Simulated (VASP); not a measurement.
# CdTe (F-43m) in VASP: vibrations by perturbation theory with LDA

Aim: the vibrations by perturbation theory of CdTe with LDA.

All numbers are computed with VASP 6.6.1; they aren't measurements. Logs are shortened: lines on timing, memory, paths and dates and some standing lists are left out, and cuts for length are marked.

**1. The cell of the first run**

It takes space group F-43m (No. 216, cubic). Conventional cell: a = 6.410 Å, b = 6.410 Å, c = 6.410 Å, α = 90.00°, β = 90.00°, γ = 90.00°. Within 3.7 Å of Cd (site symmetry -43m) lie 4 Te at 2.78 Å. Within 3.7 Å of Te (site symmetry -43m) lie 4 Cd at 2.78 Å.

**2. Vibrations by perturbation theory, LDA**

Input file INCAR:

```
PREC = Accurate
ENCUT = 520
EDIFF = 1E-8
ISMEAR = 0
SIGMA = 0.01
LREAL = False
LASPH = True
NELM = 80
ALGO = Normal
ISIF = 2
LWAVE = False
LCHARG = True
GGA = CA
IBRION = 8
NSW = 1
```

Input file KPOINTS:

```
regular mesh
0
Gamma
  6 6 6
```

Input file POSCAR:

```
CdTe
1.0
    0.0000000000      3.2050000000      3.2050000000
    3.2050000000      0.0000000000      3.2050000000
    3.2050000000      3.2050000000      0.0000000000
Cd Te
1 1
Direct
    0.0000000000      0.0000000000      0.0000000000
    0.2500000000      0.2500000000      0.2500000000
```

Potentials or basis: VASP PAW LDA potentials, release 64 (Cd, Te).

Command:

```bash
cat potpaw_LDA.64/Cd/POTCAR potpaw_LDA.64/Te/POTCAR > POTCAR
mpirun -np 1 vasp_std > vasp.out
```

OUTCAR:

```text
PREC = Accurate
   ENCUT = 520
   EDIFF = 1E-8
   ISMEAR = 0
   LREAL = False
   LASPH = True
   NELM = 80
   ISIF = 2
   GGA = CA
   IBRION = 8
   NSW = 1

 ion  position               nearest neighbor table
   1  0.000  0.000  0.000-   2 2.78   2 2.78   2 2.78   2 2.78
   2  0.250  0.250  0.250-   1 2.78   1 2.78   1 2.78   1 2.78

  LATTYP: Found a face centered cubic cell.
 ALAT       =     6.4100000000

  Lattice vectors:

 A1 = (   0.0000000000,   3.2050000000,   3.2050000000)
 A2 = (   3.2050000000,   0.0000000000,   3.2050000000)
 A3 = (   3.2050000000,   3.2050000000,   0.0000000000)

Analysis of symmetry for initial positions (statically):
=====================================================================
 Subroutine PRICEL returns:
 Original cell was already a primitive cell.

 Routine SETGRP: Setting up the symmetry group for a
 face centered cubic supercell.

 Subroutine GETGRP returns: Found 24 space group operations
 (whereof 24 operations were pure point group operations)
 out of a pool of 48 trial point group operations.

The static configuration has the point symmetry T_d .

Analysis of symmetry for dynamics (positions and initial velocities):
=====================================================================
 Subroutine PRICEL returns:
 Original cell was already a primitive cell.

 Routine SETGRP: Setting up the symmetry group for a
 face centered cubic supercell.

 Subroutine GETGRP returns: Found 24 space group operations
 (whereof 24 operations were pure point group operations)
 out of a pool of 48 trial point group operations.

The dynamic configuration has the point symmetry T_d .

 Subroutine INISYM returns: Found 24 space group operations
 (whereof 24 operations are pure point group operations),
 and found     1 'primitive' translations

----------------------------------------------------------------------------------------

[... 405 lines left out ...]
  external PRESSURE =       2.6205208 kB  Pullay stress =       0.0000000 kB

 VOLUME and BASIS-vectors are now :
 -----------------------------------------------------------------------------
  energy-cutoff  :      520.00
  volume of cell :       65.84
      direct lattice vectors                 reciprocal lattice vectors
     0.000000000  3.205000000  3.205000000    -0.156006240  0.156006240  0.156006240
     3.205000000  0.000000000  3.205000000     0.156006240 -0.156006240  0.156006240
     3.205000000  3.205000000  0.000000000     0.156006240  0.156006240 -0.156006240

 POSITION                                       TOTAL-FORCE (eV/Angst)
 -----------------------------------------------------------------------------------
      0.00000      0.00000      0.00000         0.000000      0.000000      0.000000
      1.60250      1.60250      1.60250        -0.000000     -0.000000     -0.000000
 -----------------------------------------------------------------------------------
    total drift:                                0.000000      0.000000      0.000000

  FREE ENERGIE OF THE ION-ELECTRON SYSTEM (eV)
  ---------------------------------------------------
  free  energy   TOTEN  =        -6.0442753504 eV

  energy  without entropy=       -6.0442753504  energy(sigma->0) =       -6.04427535

[... ionic steps 2 to 3 ...]

--------------------------------------- Ionic step        4  -------------------------------------------

------------------------ aborting loop because EDIFF is reached ----------------------------------------

[... ionic steps 5 to 6 ...]

--------------------------------------- Ionic step        7  -------------------------------------------

 Free energy of the ion-electron system (eV)
  ---------------------------------------------------
  ---------------------------------------------------
  free energy    TOTEN  =        -0.04963595 eV

  energy without entropy =       -0.04963595

------------------------ aborting loop because EDIFF is reached ----------------------------------------

 INTERNAL STRAIN TENSOR  FOR ION    2  DIRECTION 1   (eV/Angst):
 -----------------------------------------------------------------------------
     0.01127  0.00000  0.00000
     0.00000 -0.00249 -6.31422
     0.00000 -6.31422 -0.00249

 INTERNAL STRAIN TENSOR FOR ION    2 for displacements in x,y,z  (eV/Angst):
          X           Y           Z          XY          YZ          ZX
  --------------------------------------------------------------------------------
  x     0.00000    -0.00000    -0.00000     0.00000    -6.31422     0.00000
  y     0.00000     0.00000     0.00000     0.00000     0.00000    -6.31422
  z    -0.00000    -0.00000     0.00000    -6.31422     0.00000     0.00000

 SECOND DERIVATIVES (NOT SYMMETRIZED)
 ------------------------------------
               1X          1Y          1Z          2X          2Y          2Z
  1X    -4.919229    0.000000    0.000000    4.919229    0.000000    0.000000
  1Y     0.000000   -4.919229    0.000000    0.000000    4.919229    0.000000
  1Z     0.000000    0.000000   -4.919229    0.000000    0.000000    4.919229
  2X     4.943255    0.000000    0.000000   -4.943255    0.000000    0.000000
  2Y     0.000000    4.943255    0.000000    0.000000   -4.943255    0.000000
  2Z     0.000000    0.000000    4.943255    0.000000    0.000000   -4.943255

 Eigenvectors and eigenvalues of the dynamical matrix
 ----------------------------------------------------

   1 f  =    4.490364 THz    28.213789 2PiTHz  149.782420 cm-1    18.570645 meV
             X         Y         Z           dx          dy          dz
      0.000000  0.000000  0.000000     0.000000    0.728305    0.000000
      1.602500  1.602500  1.602500     0.000000   -0.685253    0.000000
[... 21 lines left out ...]
   6 f/i=    0.005459 THz     0.034303 2PiTHz    0.182109 cm-1     0.022579 meV
             X         Y         Z           dx          dy          dz
      0.000000  0.000000  0.000000     0.000000    0.000000   -0.685253
      1.602500  1.602500  1.602500     0.000000    0.000000   -0.728305

--------------------------------------------------------------------------------------------------------

 ELASTIC MODULI CONTR FROM IONIC RELAXATION (kBar)
 Direction    XX          YY          ZZ          XY          YZ          ZX
 --------------------------------------------------------------------------------
 XX          -0.0000     -0.0000     -0.0000     -0.0000      0.0000      0.0000
 YY          -0.0000     -0.0000     -0.0000     -0.0000     -0.0000      0.0000
 ZZ          -0.0000     -0.0000     -0.0000      0.0000     -0.0000      0.0000
 XY          -0.0000     -0.0000      0.0000   -204.5524      0.0000      0.0000
 YZ           0.0000     -0.0000     -0.0000      0.0000   -204.5524      0.0000
 ZX           0.0000      0.0000      0.0000      0.0000      0.0000   -204.5524
 --------------------------------------------------------------------------------
```

stdout:

```text
POSCAR found type information on POSCAR CdTe
 POSCAR found :  2 types and       2 ions
 scaLAPACK will be used
 LDA part: xc-table for (Slater(with rela. corr.)+CA(PZ))
 , standard interpolation
 POSCAR, INCAR and KPOINTS ok, starting setup
 FFT: planning ... GRIDC
 FFT: planning ... GRID_SOFT
 FFT: planning ... GRID
 WAVECAR not read
 entering main loop
 Linear response reoptimize wavefunctions to high precision
 Linear response DOF=           2
 Linear response progress:
 first order change of Fermi-energy  -0.37159E+00
 force on displaced ion       1 direction 1 :  -4.919   0.000   0.000
 Linear response progress:
 first order change of Fermi-energy   0.37188E+00
 force on displaced ion       2 direction 1 :  -4.943   0.000   0.000
 Linear response finished
```

Wall time 3.8 min (1 thread of Intel Xeon 8259CL, shared host); peak memory 0.29 GiB.

What came out:

```
Highest phonon frequency at Γ, LO-TO splitting left out : 150 cm⁻¹
```

Phonon frequencies in cm⁻¹ (negative: imaginary):
| q point | frequencies |
| --- | --- |
| (0.000, 0.000, 0.000) | 0 0 0 150 150 150 |

Caveat: spin-orbit coupling is left out, which moves the levels of the heavy elements.
